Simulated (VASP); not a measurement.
Set up this calculation in VASP 6.6.1, as the native input.

- Task: single point
- Functional: PBEsol
- Potentials or basis: VASP PAW PBE potentials, release 64 (Y_sv, Te)
- Cutoff: 520 eV
- k mesh: 10 × 10 × 10
- Occupations: gaussian, width 0.01 eV
- Spin: no spin polarisation
- Dipole correction: no
- Further INCAR settings: ALGO = Normal; EDIFF = 1e-07; NBANDS = 16

The structure of YTe lies in POSCAR:

```
YTe
1.0
   -0.0608000000      3.0096000000      3.0096000000
    3.0096000000     -0.0608000000      3.0096000000
    3.0096000000      3.0096000000     -0.0608000000
Y Te
1 1
Direct
    0.5000000000      0.5000000000      0.5000000000
    0.0000000000      0.0000000000      0.0000000000
```

One way to write it, as run:

INCAR

```
  PREC = Accurate
  ENCUT = 520
  EDIFF = 1E-7
  ISMEAR = 0
  SIGMA = 0.01
  LREAL = F
  LASPH = T
  NELM = 60
  ALGO = Normal
  ISIF = 2
  LWAVE = F
  LCHARG = F
  GGA = PS
  NBANDS = 16
```

KPOINTS

```
regular mesh
0
Gamma
  10 10 10
```

Potentials or basis: VASP PAW PBE potentials, release 64 (Y_sv, Te).

The run is started by

```bash
$ cat potpaw_PBE.64/Y_sv/POTCAR potpaw_PBE.64/Te/POTCAR > POTCAR
$ mpirun -np 1 vasp_std > vasp.out
```

It gave:

```yaml
Pressure: 0.0 GPa
```

Caveat: the PAW data sets were made with another functional, which shifts forces and pressure a little.

Run time: 2.7 min on 1 thread of Intel Xeon 6975P-C (shared host), peak memory 0.27 GiB.
